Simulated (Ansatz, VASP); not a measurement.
**Two plane-wave programs on SnO**

```
Sn O
1.0
    -3.80200    0.00000    0.00000
     0.00000   -3.80200    0.00000
     0.00000    0.00000    9.67200
Sn O
4 4
Cartesian
  0.0000 -1.9010 1.1534
  0.0000 -1.9010 5.9894
  -1.9010 0.0000 3.6826
  -1.9010 0.0000 8.5186
  0.0000 0.0000 0.0000
  0.0000 0.0000 4.8360
  -1.9010 -1.9010 0.0000
  -1.9010 -1.9010 4.8360
```

Alike in both runs: task single point; functional PBE; k mesh 12 × 12 × 5; occupations gaussian, width 0.15 eV; no spin polarisation.

|  | VASP | Ansatz |
| --- | --- | --- |
| version | VASP 6.6.1 | Ansatz 0.2.0 |
| potentials or method | VASP PAW PBE potentials, release 64 (Sn_d, O), cutoff 520 eV | scalar-relativistic, plane waves, PAW |
| valence electrons in the cell | 80 | 80 |

VASP gave:

| Property | Result |
| --- | --- |
| gap on the k mesh at the Fermi level (eV) | none |
| pressure (GPa) | 4.4 |
| traceless stress, the component that is largest in VASP (GPa) | -0.79 |
| rms of the force components (eV/Å) | 0.179 |

Task: Estimate Ansatz's values.

Result: gap on the k mesh at the Fermi level (eV): none; pressure (GPa): 4.2; traceless stress, the component that is largest in VASP (GPa): -0.82; rms of the force components (eV/Å): 0.144.

Atom by atom the forces differ by 0.035 eV/Å (rms over components). A gap of «none» marks a metal or a gap that the smearing closes.
